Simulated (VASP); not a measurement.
# NaVP (P4/mmm) in VASP: notebook

The runs below take NaVP through single point, relaxation of cell and atoms, with PBE.

Program: VASP 6.6.1. These are calculated values, not measurements. Logs are shortened: lines on timing, memory, paths and dates and some standing lists are left out, and cuts for length are marked.

### 1 The cell of the first run

The structure is tetragonal, space group P4/mmm (No. 123). Conventional cell: a = 3.071 Å, b = 3.071 Å, c = 6.757 Å, α = 90.00°, β = 90.00°, γ = 90.00°. Na (site symmetry 4/mmm) has 4 Na at 3.07 Å and 2 V at 3.38 Å within 4.0 Å. Within 2.9 Å of V (site symmetry 4/mmm) lie 4 P at 2.17 Å. P (site symmetry 4/mmm) has 4 V at 2.17 Å within 2.9 Å.

### 2 Single point, PBE, collinear spin, ferromagnetic start

File INCAR:

```
SYSTEM = NaVP
PREC     = Accurate       ! precision mode
ENCUT    = 520            ! plane-wave cutoff, eV
EDIFF    = 1E-6           ! SCF threshold, eV
ISMEAR   = 0              ! smearing method
SIGMA    = 0.1            ! smearing width, eV
LREAL    = .False.        ! projectors in reciprocal space
LASPH    = .True.         ! aspherical terms in the spheres
NELM     = 150            ! most SCF steps
ALGO     = Normal         ! electronic algorithm
ISIF     = 2              ! what is computed and relaxed
LWAVE    = .False.        ! write WAVECAR
LCHARG   = .False.        ! write CHGCAR
ISPIN    = 2              ! spin polarisation
MAGMOM   = 0 2 0          ! initial moments
LORBIT   = 11             ! projections on sites
LMAXMIX  = 4              ! l up to which the mixer works
GGA      = PE             ! functional
NBANDS   = 24             ! bands
```

File KPOINTS:

```
Automatic mesh
0
Gamma
  6 6 4
  0 0 0
```

File POSCAR:

```
NaVP
1.0
    3.0712563300      0.0000000000      0.0000000000
    0.0000000000      3.0712563300      0.0000000000
    0.0000000000      0.0000000000      6.7568593500
Na V P
1 1 1
Direct
    0.5000000000      0.5000000000      0.0000000000
    0.5000000000      0.5000000000      0.5000000000
    0.0000000000      0.0000000000      0.5000000000
```

Potentials or basis: VASP PAW PBE potentials, release 64 (Na_pv, V_sv, P).

Launch:

```sh
> cat potpaw_PBE.64/Na_pv/POTCAR potpaw_PBE.64/V_sv/POTCAR potpaw_PBE.64/P/POTCAR > POTCAR
> mpirun -np 1 vasp_std > vasp.out
```

OUTCAR:

```text
SYSTEM = NaVP
   PREC = Accurate
   ENCUT = 520
   EDIFF = 1E-6
   ISMEAR = 0
   LREAL = .False.
   LASPH = .True.
   NELM = 150
   ISIF = 2
   ISPIN = 2
   LORBIT = 11
   GGA = PE

 ion  position               nearest neighbor table
   1  0.500  0.500  0.000-
   2  0.500  0.500  0.500-   3 2.17   3 2.17   3 2.17   3 2.17
   3  0.000  0.000  0.500-   2 2.17   2 2.17   2 2.17   2 2.17

  LATTYP: Found a simple tetragonal cell.
 ALAT       =     3.0712563300
 C/A-ratio  =     2.2000310700

  Lattice vectors:

 A1 = (   3.0712563300,   0.0000000000,   0.0000000000)
 A2 = (   0.0000000000,   3.0712563300,   0.0000000000)
 A3 = (   0.0000000000,   0.0000000000,   6.7568593500)

Analysis of symmetry for initial positions (statically):
=====================================================================
 Subroutine PRICEL returns:
 Original cell was already a primitive cell.

 Routine SETGRP: Setting up the symmetry group for a
 simple tetragonal supercell.

 Subroutine GETGRP returns: Found 16 space group operations
 (whereof 16 operations were pure point group operations)
 out of a pool of 16 trial point group operations.

The static configuration has the point symmetry D_4h.

Analysis of symmetry for dynamics (positions and initial velocities):
=====================================================================
 Subroutine PRICEL returns:
 Original cell was already a primitive cell.

 Routine SETGRP: Setting up the symmetry group for a
 simple tetragonal supercell.

 Subroutine GETGRP returns: Found 16 space group operations
 (whereof 16 operations were pure point group operations)
 out of a pool of 16 trial point group operations.

The dynamic configuration has the point symmetry D_4h.

Analysis of structural, dynamic, and magnetic symmetry:
=====================================================================
 Subroutine PRICEL returns:
 Original cell was already a primitive cell.

 Routine SETGRP: Setting up the symmetry group for a
 simple tetragonal supercell.

 Subroutine GETGRP returns: Found 16 space group operations
 (whereof 16 operations were pure point group operations)
 out of a pool of 16 trial point group operations.

The overall configuration has the point symmetry D_4h.

 Subroutine INISYM returns: Found 16 space group operations
 (whereof 16 operations are pure point group operations),
 and found     1 'primitive' translations

----------------------------------------------------------------------------------------

                                     Primitive cell

  volume of cell :      63.7349

  direct lattice vectors                    reciprocal lattice vectors
     3.071256330  0.000000000  0.000000000     0.325599655  0.000000000  0.000000000
     0.000000000  3.071256330  0.000000000     0.000000000  0.325599655  0.000000000
     0.000000000  0.000000000  6.756859350     0.000000000  0.000000000  0.147997753

  length of vectors
     3.071256330  3.071256330  6.756859350     0.325599655  0.325599655  0.147997753

  position of ions in fractional coordinates (direct lattice)
     0.500000000  0.500000000  0.000000000
     0.500000000  0.500000000  0.500000000
     0.000000000  0.000000000  0.500000000

  ion indices of the primitive-cell ions
   primitive index   ion index
                 1           1
                 2           2
                 3           3

----------------------------------------------------------------------------------------

 KPOINTS: Automatic mesh

Automatic generation of k-mesh.
 Grid dimensions read from file:
 generate k-points for:    6    6    4

 Generating k-lattice:

  Cartesian coordinates                     Fractional coordinates (reciprocal lattice)
     0.054266609  0.000000000  0.000000000     0.166666667  0.000000000  0.000000000
     0.000000000  0.054266609  0.000000000     0.000000000  0.166666667  0.000000000
     0.000000000  0.000000000  0.036999438     0.000000000  0.000000000  0.250000000

  Length of vectors
     0.054266609  0.054266609  0.036999438

  Shift w.r.t. Gamma in fractional coordinates (k-lattice)
     0.000000000  0.000000000  0.000000000

 Subroutine IBZKPT returns following result:
 ===========================================

 Found     30 irreducible k-points:

 Following reciprocal coordinates:
            Coordinates               Weight
  0.000000  0.000000  0.000000      1.000000
  0.166667  0.000000  0.000000      4.000000
  0.333333  0.000000  0.000000      4.000000
  0.500000  0.000000  0.000000      2.000000
  0.166667  0.166667  0.000000      4.000000
  0.333333  0.166667  0.000000      8.000000
[... 16 lines left out ...]
  0.333333  0.000000  0.500000      4.000000
  0.500000  0.000000  0.500000      2.000000
 [... further k-points ...]
   k-points           NKPTS =     30   k-points in BZ     NKDIM =     30   number of bands    NBANDS=     24
   number of dos      NEDOS =    301   number of ions     NIONS =      3
   total plane-waves  NPLWV =  28800
   dimension x,y,z NGX =    24 NGY =   24 NGZ =   50
   dimension x,y,z NGXF=    48 NGYF=   48 NGZF=  100
   ions per type =               1   1   1
   NGX,Y,Z   is equivalent  to a cutoff of  12.99, 12.99, 12.30 a.u.
   NGXF,Y,Z  is equivalent  to a cutoff of  25.98, 25.98, 24.60 a.u.
 SYSTEM =  NaVP
   PREC   = accura    normal or accurate (medium, high low for compatibility)
   ISTART =      0    job   : 0-new  1-cont  2-samecut
   ICHARG =      2    charge: 1-file 2-atom 10-const
   ISPIN  =      2    spin polarized calculation?
   LNONCOLLINEAR =      F non collinear calculations
   LSORBIT =      F    spin-orbit coupling
   LASPH  =      T    aspherical Exc in radial PAW
   ENCUT  =  520.0 eV  38.22 Ry    6.18 a.u.   5.71  5.71 12.56*2*pi/ulx,y,z
   NELM   =    150;   NELMIN=  2; NELMDL= -5     # of ELM steps
   EDIFF  = 0.1E-05   stopping-criterion for ELM
   LREAL  =      F    real-space projection
   EDIFFG = 0.1E-04   stopping-criterion for IOM
   NSW    =      0    number of steps for IOM
   IBRION =     -1    ionic relax: 0-MD 1-quasi-New 2-CG
   NFREE  =      0    steps in history (QN), initial steepest desc. (CG)
   ISIF   =      2    stress and relaxation
   ISYM   =      2    0-nonsym 1-usesym 2-fastsym
   POTIM  = 0.5000    time-step for ionic-motion
   TEBEG  =    0.0;   TEEND  =   0.0 temperature during run
   PSTRESS=    0.0 pullay stress
   NELECT =      25.0000    total number of electrons
   NUPDOWN=      -1.0000    fix difference up-down
   EMIN   =  10.00;   EMAX   =-10.00  energy-range for DOS
   EFERMI =   0.00;   METHOD = LEGACY
   ISMEAR =     0;   SIGMA  =   0.10  broadening in eV -4-tet -1-fermi 0-gaus
   EFERMI_NEDOS =   21; number of points for ismear=-14 and -15
   IALGO  =     38    algorithm
   IMIX   =      4    mixing-type and parameters
     AMIX     =   0.40;   BMIX     =  1.00
     AMIX_MAG =   1.60;   BMIX_MAG =  1.00
  volume/ion in A,a.u.               =      21.24       143.37
  Fermi-wavevector in a.u.,A,eV,Ry     =   1.198384  2.264616 19.539641  1.436123
  Thomas-Fermi vector in A             =   2.334274
   LORBIT       =     11    0 simple, 1 ext, 2 COOP (PROOUT), +10 PAW based schemes
   GGA     = PE    functional components
   LHFCALC =     F    Hartree Fock is set to
   AEXX    =    0.0000 exact exchange contribution
   IVDW    =     0    specifies the selected vdW correction
   LEPSILON=     F    determine dielectric tensor
   LRPA    =     F    only Hartree local field effects (RPA)
 spin polarized calculation
 Gauss-broadening in eV      SIGMA  =   0.10
  energy-cutoff  :      520.00
  volume of cell :       63.73
 maximum number of plane-waves:      1736
 NGX is ok and might be reduce to    24
   NGX = 11   NGY = 11   NGZ = 25

 number of electron      24.9999986 magnetization       1.0927542

 Free energy of the ion-electron system (eV)
  ---------------------------------------------------
  ext. energy  EPLUGINS =         0.00000000
  ---------------------------------------------------
  free energy    TOTEN  =       -15.01218700 eV

  energy without entropy =      -14.99942572  energy(sigma->0) =      -15.00580636

 E-fermi :   4.6318     XC(G=0):  -8.9559

 val. band max:        4.6234635381   @ k =   0.1667   0.0000   0.2500
 cond. band min:       4.6376109292   @ k =   0.0000   0.0000   0.2500
 fundamental gap:      0.0141473911
 Fermi energy:         4.6318497293

 spin component 1

 k-point     1 :       0.0000    0.0000    0.0000
  band No.  band energies     occupation
      1     -60.0751      1.00000
      2     -34.0257      1.00000
      3     -34.0257      1.00000
      4     -33.8976      1.00000
      5     -20.5598      1.00000
      6     -20.5598      1.00000
[... 16 lines left out ...]
     23      16.5127      0.00000
     24      17.0943      0.00000
[... 598 lines left out ...]
      2     -34.2122      1.00000
      3     -34.0084      1.00000
      4     -33.8823      1.00000
      5     -20.6811      1.00000
      6     -20.5492      1.00000
[... 16 lines left out ...]
     23      15.2348      0.00000
     24      16.5822      0.00000

 [... further k-points ...]

 spin component 2

 k-point     1 :       0.0000    0.0000    0.0000
  band No.  band energies     occupation
      1     -59.1595      1.00000
      2     -33.3096      1.00000
      3     -33.3096      1.00000
      4     -32.5922      1.00000
      5     -20.5704      1.00000
      6     -20.5704      1.00000
[... 16 lines left out ...]
     23      17.0232      0.00000
     24      17.2901      0.00000
[... 598 lines left out ...]
      2     -33.5049      1.00000
      3     -33.2913      1.00000
      4     -32.5756      1.00000
      5     -20.6939      1.00000
      6     -20.5597      1.00000
[... 16 lines left out ...]
     23      15.5427      0.00000
     24      16.6044      0.00000

 [... further k-points ...]
[... 5 lines left out ...]
  --------------------------------------------------------------------------------------
  -------------------------------------------------------------------------------------
  Total        8.0733254      8.0733254     -1.3400255      0.0000000      0.0000000      0.0000000
  in kB      202.9485870    202.9485870    -33.6857812      0.0000000      0.0000000      0.0000000
  external PRESSURE =     124.0704642 kB  Pullay stress =       0.0000000 kB

 VOLUME and BASIS-vectors are now :
 -----------------------------------------------------------------------------
  energy-cutoff  :      520.00
  volume of cell :       63.73
      direct lattice vectors                 reciprocal lattice vectors
     3.071256330  0.000000000  0.000000000     0.325599655  0.000000000  0.000000000
     0.000000000  3.071256330  0.000000000     0.000000000  0.325599655  0.000000000
     0.000000000  0.000000000  6.756859350     0.000000000  0.000000000  0.147997753

 POSITION                                       TOTAL-FORCE (eV/Angst)
 -----------------------------------------------------------------------------------
      1.53563      1.53563      0.00000         0.000000      0.000000      0.000000
      1.53563      1.53563      3.37843         0.000000      0.000000      0.000000
      0.00000      0.00000      3.37843         0.000000      0.000000      0.000000
 -----------------------------------------------------------------------------------
    total drift:                                0.000000     -0.000000     -0.000000

  FREE ENERGIE OF THE ION-ELECTRON SYSTEM (eV)
  ---------------------------------------------------
  free  energy   TOTEN  =       -15.0121869953 eV

  energy  without entropy=      -14.9994257167  energy(sigma->0) =      -15.00580636

 total charge

# of ion       s       p       d       tot
------------------------------------------
    1        0.112   5.964   0.000   6.075
    2        2.264   6.253   3.430  11.947
    3        1.073   1.569   0.000   2.642
--------------------------------------------------
tot          3.449  13.785   3.430  20.664

 magnetization (x)

# of ion       s       p       d       tot
------------------------------------------
    1       -0.009  -0.000   0.000  -0.009
    2        0.019   0.011   0.935   0.965
    3       -0.004  -0.031   0.000  -0.035
--------------------------------------------------
tot          0.006  -0.021   0.935   0.921
```

It took 4.2 min on 1 thread of AMD EPYC 7R13, shared host; peak memory 0.2 GiB.

What came out:

- Free energy: -15.0122 eV
- Pressure: 12.4 GPa
- Net moment: 1.09 μB per cell
- Site moments: Na -0.01; V +0.96; P -0.04 μB
- Valence electrons inside the program's atomic spheres: Na 6.08; V 11.95; P 2.64

(Continued in part 2 of 2.)
